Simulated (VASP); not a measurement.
Crystal: GaCo.

```
Ga Co
1.0
     2.87800    0.00000    0.00000
     0.00000    2.87800    0.00000
     0.00000    0.00000    2.87800
Ga Co
1 1
Direct
  0.50000 0.50000 0.50000
  0.00000 0.00000 0.00000
```

Base run:

```yaml
Program: VASP 6.6.1
Functional: PBEsol
Potentials_or_basis: VASP PAW PBE potentials, release 64 (Ga_d, Co)
Cutoff: 520 eV
k_mesh: 10 × 10 × 10
Occupations: gaussian, width 0.05 eV
Spin: collinear spin, ferromagnetic start
Starting_moments: "[0.0, 1.31] μB"
Fixed_moment: 1.2 μB
```

Its results: pressure -0.9 GPa; site moments Ga -0.00; Co +1.19 μB.

Task: The run is repeated on the same cell with these changes: fixed moment from 1.2 μB to 2.4 μB; moments at the start from [0.0, 1.31] to [0.17, 2.24]. What comes out?

Result: Pressure 17.0 GPa; site moments Ga +0.22; Co +2.06 μB.

Caveats: the PAW data sets were made with another functional, which shifts forces and pressure a little; the total moment is fixed, so each spin has its own Fermi level; the cell stands under pressure (at least some runs).
